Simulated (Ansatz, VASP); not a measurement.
**One calculation of Cs2B4H, two programs**

```
Cs B H
1.0
     3.12717    0.00000    0.00000
     0.00000    3.12717    0.00000
     0.00000    0.00000   13.07486
Cs B H
2 4 1
Direct
  0.50000 0.50000 0.50000
  0.00000 0.00000 0.00000
  0.50000 0.50000 0.74026
  0.50000 0.50000 0.25974
  0.00000 0.00000 0.72990
  0.00000 0.00000 0.27010
  0.50000 0.50000 0.00000
```

Alike in both runs: functional PBE; k mesh 4 × 4 × 2; occupations gaussian, width 0.1 eV; no spin polarisation.

Ansatz relaxed the structure, and its values are those at the end. VASP's run is a single point on that final structure, the one shown.

```csv
,VASP,Ansatz
version,VASP 6.6.1,Ansatz 0.2.0
potentials or method,"VASP PAW PBE potentials, release 64 (Cs_sv, B, H), cutoff 520 eV","scalar-relativistic, plane waves, PAW"
valence electrons in the cell,31,31
```

```csv
,VASP,Ansatz,Ansatz less VASP
gap on the k mesh at the Fermi level (eV),none,none,-
pressure (GPa),0.6,0.1,-0.51
rms of the force components (eV/Å),0.013,0.013,-0.0004
```

A gap of «none» marks a metal or a gap that the smearing closes. The functional is the same, so the differences come from potentials, cutoffs and numerics.

The k mesh is coarse, so the values compare programs but aren't converged. Spin-orbit coupling is off throughout.
